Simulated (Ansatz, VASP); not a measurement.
## Two plane-wave programs on TiO2

```xyz
3
Lattice="2.9899 0.0000 0.0000 -1.4950 2.5893 0.0000 0.0000 0.0000 5.2567" Properties=species:S:1:pos:R:3 pbc="T T T"
Ti    0.0000    0.0000    2.6284
O     0.0000    1.7262    3.5927
O     1.4950    0.8631    1.6640
```

Alike in both runs: task relaxation of cell and atoms; functional PBE; k mesh 12 × 12 × 4; occupations gaussian, width 0.02 eV; no spin polarisation.

```csv
,VASP,Ansatz
version,VASP 6.6.1,Ansatz 0.2.0
potentials or method,"VASP PAW PBE potentials, release 64 (Ti_sv, O), cutoff 600 eV","scalar-relativistic, plane waves, PAW"
valence electrons in the cell,24,24
```

|  | VASP | Ansatz | Ansatz less VASP |
| --- | --- | --- | --- |
| gap on the k mesh at the Fermi level, each at its own relaxed structure (eV) | 2.60 | 2.66 | +0.063 |
| relaxed volume (Å³/atom) | 13.60 | 14.22 | +0.625 |
| relaxed cell length with the largest relative difference (Å) | 5.259 | 5.512 | +0.2525 |
